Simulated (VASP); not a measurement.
TaC:

```
CELL_PARAMETERS angstrom
0.00000 2.34612 2.34612
2.34612 0.00000 2.34612
2.34612 2.34612 0.00000
ATOMIC_POSITIONS crystal
Ta 0.50000 0.50000 0.50000
C 0.00000 0.00000 0.00000
```

* Program: VASP 6.6.1
* Task: relaxation of cell and atoms
* Functional: PBE
* Potentials or basis: VASP PAW PBE potentials, release 64 (Ta_pv, C)
* Cutoff: 600 eV
* k mesh: 7 × 7 × 7
* Occupations: gaussian, width 0.2 eV
* Spin: no spin polarisation

At the start: pressure -33.8 GPa; volume 12.91 Å³/atom.

Problem. Where does the relaxation end?

Solution. Over 5 steps the energy falls by 202.2 meV/atom and the volume is 11.22 Å³/atom (-13.1 %); space group Fm-3m (No. 225, to 0.05 Å).

The path:
```csv
step,energy change (eV),largest force (eV/Å),pressure (GPa),volume (Å³)
1,0.0000,0.0000,-33.84,25.83
2,1.8442,0.0000,166.27,16.92
3,-0.4003,0.0000,-4.29,22.75
4,-0.4041,0.0000,-1.32,22.54
5,-0.4045,0.0000,0.01,22.44
```

Final structure:
```
Ta C
1.0
     0.00000    2.23884    2.23884
     2.23884    0.00000    2.23884
     2.23884    2.23884    0.00000
Ta C
1 1
Direct
  0.50000 0.50000 0.50000
  0.00000 0.00000 0.00000
```
